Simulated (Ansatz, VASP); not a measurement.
**Au in VASP and in Ansatz**

```
Au
1.0
     2.89029    0.00000    0.00000
    -1.44515    2.50307    0.00000
     0.00000    0.00000    4.86472
Au
2
Direct
  0.33333 0.66667 0.75000
  0.66667 0.33333 0.25000
```

Alike in both runs: functional r2SCAN; k mesh 18 × 18 × 10; occupations gaussian, width 0.1 eV; no spin polarisation.

Ansatz relaxed the structure, and its values are those at the end. VASP's run is a single point on that final structure, the one shown.

|  | VASP | Ansatz |
| --- | --- | --- |
| version | VASP 6.6.1 | Ansatz 0.2.0 |
| potentials or method | VASP PAW PBE potentials, release 64 (Au), cutoff 520 eV | scalar-relativistic, plane waves, PAW |
| valence electrons in the cell | 22 | 38 |

Ansatz gave:

| Item | Value |
| --- | --- |
| gap on the k mesh at the Fermi level (eV) | none |
| pressure (GPa) | 0.0 |

Question: Which values does VASP return?

Answer: gap on the k mesh at the Fermi level (eV): none; pressure (GPa): 0.3.

VASP's potentials were made for PBE, not for r2SCAN. A gap of «none» marks a metal or a gap that the smearing closes. VASP's potentials hold 22 valence electrons a cell and Ansatz's 38, so a difference there can come from the potentials and not from the codes.

Neither program's run includes spin-orbit coupling.
